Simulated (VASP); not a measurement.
# GaIr4 (I-43m) in VASP: further runs

GaIr4 is run at these levels: PBE; tasks: single point, relaxation of cell and atoms.

Everything below comes from runs of VASP 6.6.1. Logs are shortened: lines on timing, memory, paths and dates and some standing lists are left out, and cuts for length are marked.

### Step 1. The cell of the first run

Symmetry: I-43m, No. 217, cubic system. The conventional cell has a = 5.564 Å, b = 5.564 Å, c = 5.564 Å, α = 90.00°, β = 90.00°, γ = 90.00°. Within 2.4 Å of Ga (site symmetry -43m) lie 4 Ir at 1.78 Å. Ir (site symmetry 3m) has 1 Ga at 1.78 Å within 2.4 Å.

### Step 2. Single point, PBE

The input, INCAR:

```
ALGO = Normal ; EDIFF = 1E-6
ENCUT = 520 ; GGA = PE
ISIF = 2 ; ISMEAR = 0
LASPH = True ; LCHARG = True
LELF = True ; LREAL = False
LVHAR = True ; LWAVE = False
NBANDS = 32 ; NELM = 60
PREC = Accurate ; SIGMA = 0.1
```

The input, KPOINTS:

```
k-points
0
Gamma
  4 4 4
```

The input, POSCAR:

```
GaIr4
1.0
   -2.7821247800      2.7821247800      2.7821247800
    2.7821247800     -2.7821247800      2.7821247800
    2.7821247800      2.7821247800     -2.7821247800
Ga Ir
1 4
Direct
    0.0000000000      0.0000000000      0.0000000000
    0.0000000000      0.6305807800      0.0000000000
    0.3694192200      0.3694192200      0.3694192200
    0.0000000000      0.0000000000      0.6305807800
    0.6305807800      0.0000000000      0.0000000000
```

Potentials or basis: VASP PAW PBE potentials, release 64 (Ga_d, Ir).

On the command line:

```
cat potpaw_PBE.64/Ga_d/POTCAR potpaw_PBE.64/Ir/POTCAR > POTCAR
mpirun -np 1 vasp_std > vasp.out
```

OUTCAR:

```text
EDIFF = 1E-6
   ENCUT = 520
   GGA = PE
   ISIF = 2
   ISMEAR = 0
   LASPH = True
   LREAL = False
   NELM = 60
   PREC = Accurate

 ion  position               nearest neighbor table
   1  0.000  0.000  0.000-   2 1.78   3 1.78   4 1.78   5 1.78   2 3.04   4 3.04   5 3.04   3 3.04

   2  0.000  0.631  0.000-   1 1.78   3 2.91   4 2.91   5 2.91   3 2.97   5 2.97   4 2.97   4 2.97
                             5 2.97   3 2.97   1 3.04
   3  0.369  0.369  0.369-   1 1.78   4 2.91   2 2.91   5 2.91   5 2.97   4 2.97   2 2.97   4 2.97
                             5 2.97   2 2.97   1 3.04
   4  0.000  0.000  0.631-   1 1.78   3 2.91   2 2.91   5 2.91   3 2.97   3 2.97   5 2.97   2 2.97
                             5 2.97   2 2.97   1 3.04
   5  0.631  0.000  0.000-   1 1.78   3 2.91   2 2.91   4 2.91   3 2.97   2 2.97   4 2.97   3 2.97
                             2 2.97   4 2.97   1 3.04

  LATTYP: Found a body centered cubic cell.
 ALAT       =     5.5642495600

  Lattice vectors:

 A1 = (  -2.7821247800,   2.7821247800,   2.7821247800)
 A2 = (   2.7821247800,  -2.7821247800,   2.7821247800)
 A3 = (   2.7821247800,   2.7821247800,  -2.7821247800)

Analysis of symmetry for initial positions (statically):
=====================================================================
 Subroutine PRICEL returns:
 Original cell was already a primitive cell.

 Routine SETGRP: Setting up the symmetry group for a
 body centered cubic supercell.

 Subroutine GETGRP returns: Found 24 space group operations
 (whereof 24 operations were pure point group operations)
 out of a pool of 48 trial point group operations.

The static configuration has the point symmetry T_d .

Analysis of symmetry for dynamics (positions and initial velocities):
=====================================================================
 Subroutine PRICEL returns:
 Original cell was already a primitive cell.

 Routine SETGRP: Setting up the symmetry group for a
 body centered cubic supercell.

 Subroutine GETGRP returns: Found 24 space group operations
 (whereof 24 operations were pure point group operations)
 out of a pool of 48 trial point group operations.

The dynamic configuration has the point symmetry T_d .

 Subroutine INISYM returns: Found 24 space group operations
 (whereof 24 operations are pure point group operations),
 and found     1 'primitive' translations

----------------------------------------------------------------------------------------

                                     Primitive cell

  volume of cell :      86.1370

  direct lattice vectors                    reciprocal lattice vectors
    -2.782124780  2.782124780  2.782124780     0.000000000  0.179718754  0.179718754
     2.782124780 -2.782124780  2.782124780     0.179718754  0.000000000  0.179718754
     2.782124780  2.782124780 -2.782124780     0.179718754  0.179718754  0.000000000

  length of vectors
     4.818781472  4.818781472  4.818781472     0.254160700  0.254160700  0.254160700

  position of ions in fractional coordinates (direct lattice)
     0.000000000  0.000000000  0.000000000
     0.000000000  0.630580780  0.000000000
     0.369419220  0.369419220  0.369419220
     0.000000000  0.000000000  0.630580780
     0.630580780  0.000000000  0.000000000

  ion indices of the primitive-cell ions
   primitive index   ion index
                 1           1
                 2           2
                 3           3
                 4           4
                 5           5

----------------------------------------------------------------------------------------

 KPOINTS: k-points

Automatic generation of k-mesh.
 Grid dimensions read from file:
 generate k-points for:    4    4    4

 Generating k-lattice:

  Cartesian coordinates                     Fractional coordinates (reciprocal lattice)
     0.000000000  0.044929689  0.044929689     0.250000000  0.000000000  0.000000000
     0.044929689  0.000000000  0.044929689     0.000000000  0.250000000  0.000000000
     0.044929689  0.044929689  0.000000000     0.000000000  0.000000000  0.250000000

  Length of vectors
     0.063540175  0.063540175  0.063540175

  Shift w.r.t. Gamma in fractional coordinates (k-lattice)
     0.000000000  0.000000000  0.000000000

 Subroutine IBZKPT returns following result:
 ===========================================

 Found      8 irreducible k-points:

 Following reciprocal coordinates:
            Coordinates               Weight
  0.000000  0.000000  0.000000      1.000000
  0.250000  0.000000  0.000000     12.000000
  0.500000  0.000000  0.000000      6.000000
  0.250000  0.250000  0.000000     24.000000
  0.250000  0.250000  0.250000      2.000000
 -0.250000  0.250000  0.250000      6.000000
  0.500000  0.500000  0.250000     12.000000
  0.500000  0.500000  0.500000      1.000000
   k-points           NKPTS =      8   k-points in BZ     NKDIM =      8   number of bands    NBANDS=     32
   number of dos      NEDOS =    301   number of ions     NIONS =      5
   total plane-waves  NPLWV =  46656
   dimension x,y,z NGX =    36 NGY =   36 NGZ =   36
   dimension x,y,z NGXF=    72 NGYF=   72 NGZF=   72
   ions per type =               1   4
   NGX,Y,Z   is equivalent  to a cutoff of  12.42, 12.42, 12.42 a.u.
   NGXF,Y,Z  is equivalent  to a cutoff of  24.84, 24.84, 24.84 a.u.
 SYSTEM =  unknown system
   PREC   = accura    normal or accurate (medium, high low for compatibility)
   ISTART =      0    job   : 0-new  1-cont  2-samecut
   ICHARG =      2    charge: 1-file 2-atom 10-const
   ISPIN  =      1    spin polarized calculation?
   LNONCOLLINEAR =      F non collinear calculations
   LSORBIT =      F    spin-orbit coupling
   LASPH  =      T    aspherical Exc in radial PAW
   ENCUT  =  520.0 eV  38.22 Ry    6.18 a.u.   8.96  8.96  8.96*2*pi/ulx,y,z
   NELM   =     60;   NELMIN=  2; NELMDL= -5     # of ELM steps
   EDIFF  = 0.1E-05   stopping-criterion for ELM
   LREAL  =      F    real-space projection
   EDIFFG = 0.1E-04   stopping-criterion for IOM
   NSW    =      0    number of steps for IOM
   IBRION =     -1    ionic relax: 0-MD 1-quasi-New 2-CG
   NFREE  =      0    steps in history (QN), initial steepest desc. (CG)
   ISIF   =      2    stress and relaxation
   ISYM   =      2    0-nonsym 1-usesym 2-fastsym
   POTIM  = 0.5000    time-step for ionic-motion
   TEBEG  =    0.0;   TEEND  =   0.0 temperature during run
   PSTRESS=    0.0 pullay stress
   NELECT =      49.0000    total number of electrons
   NUPDOWN=      -1.0000    fix difference up-down
   EMIN   =  10.00;   EMAX   =-10.00  energy-range for DOS
   EFERMI =   0.00;   METHOD = LEGACY
   ISMEAR =     0;   SIGMA  =   0.10  broadening in eV -4-tet -1-fermi 0-gaus
   EFERMI_NEDOS =   21; number of points for ismear=-14 and -15
   IALGO  =     38    algorithm
   IMIX   =      4    mixing-type and parameters
     AMIX     =   0.40;   BMIX     =  1.00
     AMIX_MAG =   1.60;   BMIX_MAG =  1.00
  volume/ion in A,a.u.               =      17.23       116.26
  Fermi-wavevector in a.u.,A,eV,Ry     =   1.356470  2.563357 25.034875  1.840011
  Thomas-Fermi vector in A             =   2.483471
   LORBIT       =      0    0 simple, 1 ext, 2 COOP (PROOUT), +10 PAW based schemes
   GGA     = PE    functional components
   LHFCALC =     F    Hartree Fock is set to
   AEXX    =    0.0000 exact exchange contribution
   IVDW    =     0    specifies the selected vdW correction
   LEPSILON=     F    determine dielectric tensor
   LRPA    =     F    only Hartree local field effects (RPA)
 non-spin polarized calculation
 Gauss-broadening in eV      SIGMA  =   0.10
  energy-cutoff  :      520.00
  volume of cell :       86.14
 maximum number of plane-waves:      2382
   NGX = 17   NGY = 17   NGZ = 17

 number of electron      48.9999986 magnetization

 Free energy of the ion-electron system (eV)
  ---------------------------------------------------
  ext. energy  EPLUGINS =         0.00000000
  ---------------------------------------------------
  free energy    TOTEN  =        -9.46645919 eV

  energy without entropy =       -9.39573304  energy(sigma->0) =       -9.43109612

 E-fermi :   6.3274     XC(G=0): -12.1102

 val. band max:        6.3135108941   @ k =   0.5000   0.0000   0.0000
 cond. band min:       6.3399299999   @ k =  -0.2500   0.2500   0.2500
 fundamental gap:      0.0264191058
 Fermi energy:         6.3274046787

 k-point     1 :       0.0000    0.0000    0.0000
  band No.  band energies     occupation
      1     -11.2599      2.00000
      2     -11.2599      2.00000
      3     -11.2599      2.00000
      4     -11.0697      2.00000
      5     -11.0697      2.00000
      6      -4.5013      2.00000
[... 24 lines left out ...]
     31      12.7620      0.00000
     32      12.7620      0.00000

 k-point     2 :       0.2500    0.0000    0.0000
  band No.  band energies     occupation
      1     -11.2583      2.00000
      2     -11.2284      2.00000
      3     -11.1951      2.00000
      4     -11.0590      2.00000
      5     -11.0588      2.00000
      6      -3.9936      2.00000
[... 24 lines left out ...]
     31      11.0091      0.00000
     32      13.0892      0.00000

 k-point     3 :       0.5000    0.0000    0.0000
  band No.  band energies     occupation
      1     -11.2566      2.00000
      2     -11.1975      2.00000
      3     -11.1280      2.00000
      4     -11.0481      2.00000
      5     -11.0477      2.00000
      6      -3.2492      2.00000
[... 24 lines left out ...]
     31      11.0256      0.00000
     32      14.5620      0.00000

 k-point     4 :       0.2500    0.2500    0.0000
  band No.  band energies     occupation
      1     -11.2392      2.00000
      2     -11.1943      2.00000
      3     -11.1484      2.00000
      4     -11.0481      2.00000
      5     -11.0479      2.00000
      6      -3.3176      2.00000
[... 24 lines left out ...]
     31      12.4484      0.00000
     32      14.2287      0.00000

 k-point     5 :       0.2500    0.2500    0.2500
  band No.  band energies     occupation
      1     -11.1938      2.00000
      2     -11.1938      2.00000
      3     -11.1938      2.00000
      4     -11.0479      2.00000
      5     -11.0479      2.00000
      6      -3.2353      2.00000
[... 24 lines left out ...]
     31      14.8748      0.00000
     32      14.8753      0.00000

 k-point     6 :      -0.2500    0.2500    0.2500
  band No.  band energies     occupation
      1     -11.1945      2.00000
      2     -11.1945      2.00000
      3     -11.1927      2.00000
      4     -11.0484      2.00000
      5     -11.0481      2.00000
      6      -3.5147      2.00000
[... 24 lines left out ...]
     31      12.9778      0.00000
     32      12.9793      0.00000

 k-point     7 :       0.5000    0.5000    0.2500
  band No.  band energies     occupation
      1     -11.1922      2.00000
      2     -11.1613      2.00000
      3     -11.1268      2.00000
      4     -11.0376      2.00000
      5     -11.0374      2.00000
      6      -2.7687      2.00000
[... 24 lines left out ...]
     31      11.5845      0.00000
     32      12.6312      0.00000

 k-point     8 :       0.5000    0.5000    0.5000
  band No.  band energies     occupation
      1     -11.1255      2.00000
      2     -11.1255      2.00000
      3     -11.1255      2.00000
      4     -11.0270      2.00000
      5     -11.0270      2.00000
      6      -1.8347      2.00000
[... 24 lines left out ...]
     31       8.7928      0.00000
     32      16.1545      0.00000

------------------------ aborting loop because EDIFF is reached ----------------------------------------

  FORCE on cell =-STRESS in cart. coord.  units (eV):
  Direction    XX          YY          ZZ          XY          YZ          ZX
  --------------------------------------------------------------------------------------
  -------------------------------------------------------------------------------------
  Total       52.7325345     52.7325345     52.7325345      0.0000000     -0.0000000      0.0000000
  in kB      980.8428328    980.8428328    980.8428328      0.0000000     -0.0000000      0.0000000
  external PRESSURE =     980.8428328 kB  Pullay stress =       0.0000000 kB

 VOLUME and BASIS-vectors are now :
 -----------------------------------------------------------------------------
  energy-cutoff  :      520.00
  volume of cell :       86.14
      direct lattice vectors                 reciprocal lattice vectors
    -2.782124780  2.782124780  2.782124780     0.000000000  0.179718754  0.179718754
     2.782124780 -2.782124780  2.782124780     0.179718754  0.000000000  0.179718754
     2.782124780  2.782124780 -2.782124780     0.179718754  0.179718754  0.000000000

 POSITION                                       TOTAL-FORCE (eV/Angst)
 -----------------------------------------------------------------------------------
      0.00000      0.00000      0.00000        -0.000000      0.000000      0.000000
      1.75435     -1.75435      1.75435       -15.891025     15.891025    -15.891025
      1.02777      1.02777      1.02777        15.891025     15.891025     15.891025
      1.75435      1.75435     -1.75435       -15.891025    -15.891025     15.891025
     -1.75435      1.75435      1.75435        15.891025    -15.891025    -15.891025
 -----------------------------------------------------------------------------------
    total drift:                                0.000002      0.000002      0.000001

  FREE ENERGIE OF THE ION-ELECTRON SYSTEM (eV)
  ---------------------------------------------------
  free  energy   TOTEN  =        -9.4664591873 eV

  energy  without entropy=       -9.3957330445  energy(sigma->0) =       -9.43109612
```

Wall time 23 s (1 thread of AMD EPYC 7R13 (Zen 3), shared host); peak memory 0.18 GiB.

Results:

```
Free energy   : -9.4665 eV
Pressure      : 98.1 GPa
Largest force : 27.524 eV/Å
```

Forces on the atoms (eV/Å):
```
Ga    0.000   0.000   0.000
Ir  -15.891  15.891 -15.891
Ir   15.891  15.891  15.891
Ir  -15.891 -15.891  15.891
Ir   15.891 -15.891 -15.891
```

Levels at points of the mesh, in eV from the Fermi level:
```csv
k point,band 20,band 21,band 22,band 23,band 24,band 25,band 26,band 27,band 28,band 29
"(0.00, 0.00, 0.00)",-1.62,-1.59,-1.59,-1.59,0.13,0.13,0.13,3.18,3.18,3.18
"(0.50, 0.00, 0.00)",-1.40,-1.28,-0.88,-0.53,-0.24,-0.07,-0.01,0.61,1.96,3.21
"(0.50, 0.50, 0.50)",-1.93,-1.93,-0.94,-0.94,-0.11,-0.11,-0.11,1.87,1.87,2.47
```

Caveat: the k points lie up to 0.40 Å⁻¹ apart; spin-orbit coupling is left out, which moves the levels of the heavy elements; forces of over 1 eV/Å act on the atoms, so gaps and moduli don't describe the material at rest.

(Continued in part 2 of 2.)
